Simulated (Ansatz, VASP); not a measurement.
# One calculation of Zr, two programs

```xyz
3
Lattice="4.2923 0.0000 0.0000 0.0000 4.2923 0.0000 0.0000 0.0000 4.2923" Properties=species:S:1:pos:R:3 pbc="T T T"
Zr    2.1461    0.0000    0.0000
Zr    0.0000    2.1461    0.0000
Zr    0.0000    0.0000    2.1461
```

Alike in both runs: functional PBE; k mesh 4 × 4 × 4; occupations gaussian, width 0.1 eV; no spin polarisation.

Ansatz relaxed the structure, and its values are those at the end. VASP's run is a single point on that final structure, the one shown.

|  | VASP | Ansatz |
| --- | --- | --- |
| version | VASP 6.6.1 | Ansatz 0.2.0 |
| potentials or method | VASP PAW PBE potentials, release 64 (Zr_sv), cutoff 520 eV | scalar-relativistic, plane waves, PAW |
| valence electrons in the cell | 36 | 36 |

|  | VASP | Ansatz | Ansatz less VASP |
| --- | --- | --- | --- |
| gap on the k mesh at the Fermi level (eV) | none | none | - |
| pressure (GPa) | -0.1 | -0.1 | -0.03 |

A gap of «none» marks a metal or a gap that the smearing closes. With one functional, cell and mesh, what is left measures potentials, basis and numerics.

The k mesh is coarse, so the values compare programs but aren't converged.
